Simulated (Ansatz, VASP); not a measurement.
# Ni: VASP beside Ansatz

Contents of INCAR:

```
SYSTEM = Ni
  PREC = Accurate
  ENCUT = 520
  EDIFF = 1E-7
  ISMEAR = -1
  SIGMA = 0.1
  LREAL = .FALSE.
  LASPH = .TRUE.
  NELM = 80
  ALGO = Normal
  ISIF = 2
  LWAVE = .FALSE.
  LCHARG = .TRUE.
  GGA = B5
  ALDAX = 1.0
  AGGAX = 1.0
  AGGAC = 1.0
  ALDAC = 0.0
  LELF = .TRUE.
  LVHAR = .TRUE.
  NBANDS = 11
```

KPOINTS

```
regular mesh
0
G
  17 17 17
  0 0 0
```

POSCAR

```
Ni
1.0
   -1.4761952681      1.4761952681      1.4761952681
    1.4761952681     -1.4761952681      1.4761952681
    1.4761952681      1.4761952681     -1.4761952681
Ni
1
Direct
    0.0000000000      0.0000000000      0.0000000000
```

Input for Ansatz:

```yaml
crystal:
  lattice:
    - [-1.4761952681, 1.4761952681, 1.4761952681]
    - [1.4761952681, -1.4761952681, 1.4761952681]
    - [1.4761952681, 1.4761952681, -1.4761952681]
  atoms:
    - { symbol: Ni, position: [0.0, 0.0, 0.0] }
hamiltonian:
  xc: blyp
  pseudopotentials:
    kind: paw
    azcp:
      Ni: "pseudopotentials/Ni.paw.azcp"
basis:
  ecutwfc: 420
  fft_grid_basis: typed
kpoints:
  mp_grid: { grid: [17, 17, 17], shift: [0, 0, 0] }
magnetization:
  spin_polarized: false
scf:
  occupations: { method: fermi_dirac, width: 0.1 }
  lower_state_search: "off"
output:
  stress: true
```

Alike in both runs: task single point; functional BLYP; k mesh 17 × 17 × 17; occupations fermi-dirac, width 0.1 eV; no spin polarisation.

```csv
,VASP,Ansatz
version,VASP 6.6.1,Ansatz 0.2.0
potentials or method,"VASP PAW PBE potentials, release 64 (Ni), cutoff 520 eV","plane waves (420 eV) with PAW, scalar-relativistic"
valence electrons in the cell,10,18
```

VASP gave:

| Quantity | Value |
| --- | --- |
| pressure (GPa) | -13.9 |

Which values does Ansatz return?

Pressure (GPa): -14.2.

VASP's potentials were made for PBE, not for BLYP. The functional is the same, so the differences come from potentials, cutoffs and numerics. VASP's potentials hold 10 valence electrons a cell and Ansatz's 18, so a difference there can come from the potentials and not from the codes.
